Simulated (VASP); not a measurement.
A run of VASP 6.6.1 is set up as follows.

INCAR

```
  PREC = Accurate
  ENCUT = 520
  EDIFF = 1E-7
  ISMEAR = 0
  SIGMA = 0.1
  LREAL = F
  LASPH = T
  NELM = 100
  ALGO = Normal
  ISIF = 2
  LWAVE = F
  LCHARG = T
  GGA = PE
  LELF = T
  LVHAR = T
  NBANDS = 32
```

KPOINTS

```
regular mesh
0
Gamma
  4 4 6
```

File POSCAR:

```
CaGa2O2
1.0
    3.5096763669     -4.0481003041      0.0000000000
    3.5096763669      4.0481003041      0.0000000000
    0.0000000000      0.0000000000      3.5104658913
Ca Ga O
1 2 2
Direct
    0.5000000000      0.5000000000      0.5000000000
    0.5000000000      0.0000000000      0.0000000000
    0.0000000000      0.5000000000      0.0000000000
    0.7163498419      0.7163498419      0.0000000000
    0.2836501581      0.2836501581      0.0000000000
```

Potentials or basis: VASP PAW PBE potentials, release 64 (Ca_sv, Ga_d, O).

Run with:

```console
$ cat potpaw_PBE.64/Ca_sv/POTCAR potpaw_PBE.64/Ga_d/POTCAR potpaw_PBE.64/O/POTCAR > POTCAR
$ mpirun -np 1 vasp_std > vasp.out
```

(1) What does it give for the band gap on the k mesh?

(2) What does it give for the pressure?

(3) Estimate the largest force.

Results:

(1) zero (band 24 reaches 2.26 eV, above the bottom of band 25 at 2.12 eV).

(2) 0.3 GPa.

(3) 0.006 eV/Å.
